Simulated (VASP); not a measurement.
# LaCo2BOs2: single point with PBE

Crystal: LaCo2BOs2.

```
La B Os Co
1.0
     4.16568    0.00000    0.00000
     0.00000    4.16568    0.00000
     0.00000    0.00000    5.60104
La B Os Co
1 1 2 2
Cartesian
  0.0000 0.0000 2.8005
  0.0000 0.0000 0.0000
  2.0828 2.0828 1.4210
  2.0828 2.0828 4.1801
  0.0000 2.0828 0.0000
  2.0828 0.0000 0.0000
```

```yaml
Program: VASP 6.6.1
Task: single point
Functional: PBE
Potentials_or_basis: VASP PAW PBE potentials, release 64 (La, B, Os, Co)
Cutoff: 520 eV
k_mesh: 8 × 8 × 6
Occupations: fermi-dirac, width 0.1 eV
Spin: no spin polarisation
```

```json
{"Pressure": "-9.1 GPa", "Largest force": "2.291 eV/Å", "Band gap on the k mesh": "zero (band 24 reaches 8.19 eV, above the bottom of band 25 at 7.47 eV)"}
```

Forces on the atoms (eV/Å):
```
La   0.000  0.000  0.000
B    0.000  0.000  0.000
Os   0.000  0.000  2.291
Os   0.000  0.000 -2.291
Co   0.000  0.000  0.000
Co   0.000  0.000  0.000
```

Stress tensor (GPa, compression positive):
```
 -6.47   0.00   0.00
  0.00  -6.47   0.00
  0.00   0.00 -14.30
```

Levels at points of the mesh, in eV from the Fermi level:
```
           k point  band 22  band 23  band 24  band 25  band 26  band 27
(0.00, 0.00, 0.00)    -0.44    -0.32    -0.31    -0.31     0.22     1.14
(0.50, 0.00, 0.00)    -0.08    -0.07     0.26     1.26     1.26     1.38
(0.50, 0.50, 0.00)    -0.03    -0.03     0.14     0.14     0.21     0.46
(0.00, 0.00, 0.50)    -0.32    -0.32    -0.14    -0.14    -0.13    -0.09
(0.50, 0.00, 0.50)    -0.32    -0.31    -0.03     0.07     0.12     1.18
(0.50, 0.50, 0.50)    -0.51    -0.30    -0.30    -0.19     0.27     0.98
```

It took 10 min on 1 thread of Intel Xeon 8259CL, on a shared host, peak memory 0.37 GiB.

Caveat: spin-orbit coupling is left out, which moves the levels of the heavy elements; forces of over 1 eV/Å act on the atoms, so gaps and moduli don't describe the material at rest. Spin polarisation is off, so any magnetic state and its effect on volume and gap are missing.
